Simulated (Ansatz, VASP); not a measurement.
One calculation of Ca, two programs

```
Ca
1.0
     0.00000    2.75644    2.75644
     2.75644    0.00000    2.75644
     2.75644    2.75644    0.00000
Ca
1
Direct
  0.00000 0.00000 0.00000
```

Alike in both runs: task single point; functional r2SCAN; k mesh 8 × 8 × 8; occupations fermi-dirac, width 0.05 eV; no spin polarisation.

|  | VASP | Ansatz |
| --- | --- | --- |
| version | VASP 6.6.1 | Ansatz 0.2.0 |
| potentials or method | VASP PAW PBE potentials, release 64 (Ca_sv) | Ansatz PAW |
| plane-wave cutoff (eV) | 520 | 500 |
| valence electrons in the cell | 10 | 10 |

```tsv
	VASP	Ansatz	Ansatz less VASP
gap on the k mesh at the Fermi level (eV)	none	none	-
pressure (GPa)	0.6	0.6	-0.05
```

VASP's potentials were made for PBE, not for r2SCAN. A gap of «none» marks a metal or a gap that the smearing closes.
